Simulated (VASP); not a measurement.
Wanted: the native input for a VASP 6.6.1 run.

```yaml
Task: relaxation of cell and atoms
Functional: PBE
Potentials_or_basis: VASP PAW PBE potentials, release 64 (Ag, La, S)
Cutoff: 600 eV
k_mesh: 6 × 6 × 6
Occupations: fermi-dirac, width 0.02 eV
Spin: no spin polarisation
Dipole_correction: no
Further_INCAR_settings: ALGO = Normal; EDIFF = 1e-06; IBRION = 2; EDIFFG = -0.005; NSW = 80; ISIF = 3
```

The structure of LaAgS2 lies in POSCAR:

```
LaAgS2
1.0
    2.0535374411      1.1856103944      6.7068251978
   -2.0535374411      1.1856103944      6.7068251978
    0.0000000000     -2.3712207888      6.7068251978
Ag La S
1 1 2
Direct
    1.0000000000      0.0000000000      0.0000000000
    0.5000000000      0.5000000000      0.5000000000
    0.2500000000      0.2500000000      0.2500000000
    0.7500000000      0.7500000000      0.7500000000
```

The input as run:

INCAR

```
SYSTEM = LaAgS2
PREC = Accurate
ENCUT = 600
EDIFF = 1E-6
ISMEAR = -1
SIGMA = 0.02
LREAL = .FALSE.
LASPH = .TRUE.
NELM = 60
ALGO = Normal
ISIF = 3
LWAVE = .FALSE.
LCHARG = .FALSE.
GGA = PE
IBRION = 2
NSW = 80
EDIFFG = -0.005
```

KPOINTS

```
regular mesh
0
G
  6 6 6
  0 0 0
```

Potentials or basis: VASP PAW PBE potentials, release 64 (Ag, La, S).

The run is started by

```bash
$ cat potpaw_PBE.64/Ag/POTCAR potpaw_PBE.64/La/POTCAR potpaw_PBE.64/S/POTCAR > POTCAR
$ mpirun -np 1 vasp_std > vasp.out
```

Results of the run:

```yaml
Relaxed_volume: 23.35 Å³/atom
Relaxed_cell: a = 6.411 Å, b = 6.411 Å, c = 6.411 Å, α = 38.89°, β = 38.89°, γ = 38.89°
Space_group_after_relaxing_to_0.1_Å: R-3m (No. 166)
Energy_gained_by_relaxing: 51.8 meV/atom
Ionic_steps: 12
Pressure_after_relaxing: 0.0 GPa
Largest_force_after_relaxing: 0.004 eV/Å
Band_gap_on_the_k_mesh: 2.37 eV
```

Caveat: spin-orbit coupling is left out, which moves the levels of the heavy elements.

Run time: 14 min on 1 thread of Intel(R) Xeon(R) 6975P-C (Granite Rapids), with other jobs on the host, peak memory 0.61 GiB.
